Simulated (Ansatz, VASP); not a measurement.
# Rh: VASP beside Ansatz

```
Rh
1.0
     2.79629    0.00000    0.00000
    -1.39814    2.42165    0.00000
     0.00000    0.00000    4.67534
Rh
2
Direct
  0.66667 0.33333 0.75000
  0.33333 0.66667 0.25000
```

Change from the starting cell: strain +0.040 along x and y, +0.080 along z, atoms carried along.

Alike in both runs: task single point; functional PBEsol; k mesh 24 × 24 × 14; occupations gaussian, width 0.15 eV; no spin polarisation.

|  | VASP | Ansatz |
| --- | --- | --- |
| version | VASP 6.6.1 | Ansatz 0.2.0 |
| potentials or method | VASP PAW PBE potentials, release 64 (Rh_pv), cutoff 520 eV | scalar-relativistic, plane waves, PAW |
| valence electrons in the cell | 30 | 34 |

|  | VASP | Ansatz | Ansatz less VASP |
| --- | --- | --- | --- |
| gap on the k mesh at the Fermi level (eV) | none | none | - |
| pressure (GPa) | -30.2 | -30.1 | +0.02 |
| traceless stress, the component that is largest in VASP (GPa) | -3.78 | -3.76 | +0.017 |

VASP's potentials were made for PBE, not for PBEsol. A gap of «none» marks a metal or a gap that the smearing closes. Both programs put the cell under strong tension, so it lies far from rest at this level. VASP's potentials hold 30 valence electrons a cell and Ansatz's 34, so a difference there can come from the potentials and not from the codes.

Noted on VASP's run: the cell as given lies far from equilibrium.
